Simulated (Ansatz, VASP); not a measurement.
# Two plane-wave programs on Hg2H

```xyz
6
Lattice="0.0000 4.5282 4.5282 4.5282 0.0000 4.5282 4.5282 4.5282 0.0000" Properties=species:S:1:pos:R:3 pbc="T T T"
Hg    5.7143    7.8703    5.7143
Hg    7.8703    7.8703    7.8703
Hg    7.8703    5.7143    5.7143
Hg    5.7143    5.7143    7.8703
H     0.0000    0.0000    0.0000
H     2.2641    2.2641    2.2641
```

Alike in both runs: task relaxation of cell and atoms; functional PBE; k mesh 8 × 8 × 8; occupations gaussian, width 0.1 eV; no spin polarisation.

|  | VASP | Ansatz |
| --- | --- | --- |
| version | VASP 6.6.1 | Ansatz 0.2.0 |
| potentials or method | VASP PAW PBE potentials, release 64 (Hg, H), cutoff 600 eV | scalar-relativistic, plane waves, PAW |
| valence electrons in the cell | 50 | 82 |

```csv
,VASP,Ansatz,Ansatz less VASP
"gap on the k mesh at the Fermi level, each at its own relaxed structure (eV)",none,none,-
relaxed volume (Å³/atom),32.26,32.11,-0.157
relaxed length of the cell vector where the two differ most in proportion (Å),6.493,6.483,-0.0106
```

A gap of «none» marks a metal or a gap that the smearing closes. VASP's potentials hold 50 valence electrons a cell and Ansatz's 82, so a difference there can come from the potentials and not from the codes.

Neither program's run includes spin-orbit coupling.
